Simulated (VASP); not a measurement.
A run of VASP 6.6.1:

The input INCAR:

```
PREC     = Accurate       # precision mode
ENCUT    = 520            # plane-wave cutoff, eV
EDIFF    = 1E-7           # SCF threshold, eV
ISMEAR   = 0              # smearing method
SIGMA    = 0.1            # smearing width, eV
LREAL    = False          # projectors in reciprocal space
LASPH    = True           # aspherical terms in the spheres
NELM     = 60             # most SCF steps
ALGO     = Normal         # electronic algorithm
ISIF     = 2              # what is computed and relaxed
LWAVE    = False          # write WAVECAR
LCHARG   = False          # write CHGCAR
GGA      = PS             # functional
NBANDS   = 12             # bands
```

The input KPOINTS:

```
Automatic mesh
0
Gamma
  8 8 8
```

Contents of POSCAR:

```
In
1.0
    0.0000000000      2.0330835646      2.0330835646
    2.0330835646      0.0000000000      2.0330835646
    2.0330835646      2.0330835646      0.0000000000
In
1
Direct
    0.0000000000      0.0000000000      0.0000000000
```

Potentials or basis: VASP PAW PBE potentials, release 64 (In_d).

Command:

```bash
$ cat potpaw_PBE.64/In_d/POTCAR > POTCAR
$ mpirun -np 1 vasp_std > vasp.out
```

Hardware: 1 thread of AMD EPYC 7R13, with other jobs on the host.

Question: Estimate the wall time of this run.

Answer: It took 17 s on 1 thread of AMD EPYC 7R13 (shared host), peak memory 0.14 GiB. Counts: scf iterations 13, k points 29.
